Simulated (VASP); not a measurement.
Here is a VASP 6.6.1 calculation.

INCAR

```
SYSTEM = Zn
ALGO = Normal
EDIFF = 1E-7
ENCUT = 520
GGA = PE
ISIF = 2
ISMEAR = -1
LASPH = .True.
LCHARG = .False.
LREAL = .False.
LWAVE = .False.
NBANDS = 19
NELM = 60
PREC = Accurate
SIGMA = 0.1
```

File KPOINTS:

```
k-points
0
Gamma
  17 17 17
  0 0 0
```

File POSCAR:

```
Zn
1.0
   -2.5058055098      2.5058055098      1.2469907518
    2.5058055098     -2.5058055098      1.2469907518
    2.5058055098      2.5058055098     -1.2469907518
Zn
2
Direct
   -0.3750000000     -0.1250000000     -0.2500000000
    0.3750000000      0.1250000000      0.2500000000
```

Potentials or basis: VASP PAW PBE potentials, release 64 (Zn).

Command:

```sh
$ cat potpaw_PBE.64/Zn/POTCAR > POTCAR
$ mpirun -np 1 vasp_std > vasp.out
```

Predict the band gap on the k mesh.

zero (bands 12 and 13 overlap by 7.43 eV).

What does it give for the pressure?

7.0 GPa.

Stress tensor (GPa, compression positive):
```
6.98 0.00 0.00
0.00 6.98 0.00
0.00 0.00 7.16
```

Caveat: the cell stands under pressure.
